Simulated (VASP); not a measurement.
# ZnSe (Stilleite): relaxation of cell and atoms with r2SCAN

Crystal: ZnSe (Stilleite).

```
Zn Se
1.0
     0.00000    2.83380    2.83380
     2.83380    0.00000    2.83380
     2.83380    2.83380    0.00000
Zn Se
1 1
Direct
  0.00000 0.00000 0.00000
  0.25000 0.25000 0.25000
```

```yaml
Program: VASP 6.6.1
Task: relaxation of cell and atoms
Functional: r2SCAN
Potentials_or_basis: VASP PAW PBE potentials, release 64 (Zn, Se)
Cutoff: 600 eV
k_mesh: 8 × 8 × 8
Occupations: gaussian, width 0.02 eV
Spin: no spin polarisation
Dipole_correction: no
Further_INCAR_settings: ALGO = Normal; EDIFF = 1e-07; IBRION = 2; EDIFFG = -0.005; NSW = 100; ISIF = 3
```

```
Pressure after relaxing : 0.0 GPa
Band gap on the k mesh  : 1.87 eV, direct
```

Final structure:
```
Zn Se
1.0
     0.00000    2.83380    2.83380
     2.83380    0.00000    2.83380
     2.83380    2.83380    0.00000
Zn Se
1 1
Cartesian
  0.0000 0.0000 0.0000
  1.4169 1.4169 1.4169
```

Levels at points of the mesh, in eV from the valence-band top:
```
           k point  band 5  band 6  band 7  band 8  band 9  band 10  band 11  band 12  band 13
(0.00, 0.00, 0.00)   -6.29   -6.29    0.00    0.00    0.00     1.87     6.32     6.32     6.32
(0.50, 0.00, 0.00)   -6.27   -6.13   -5.30   -0.88   -0.88     3.05     6.87     6.87     9.07
(0.50, 0.50, 0.00)   -6.24   -6.11   -4.79   -2.23   -2.23     3.34     3.87    11.51    12.07
```

Run time: 63 s on 1 thread of Intel(R) Xeon(R) Platinum 8488C (Sapphire Rapids) (shared host), peak memory 0.2 GiB.

Caveat: the relaxation stopped at its first step, so nothing moved; the PAW data sets were made with another functional, which shifts forces and pressure a little. r2SCAN opens gaps a little over a GGA but as a rule still falls short of measured ones.
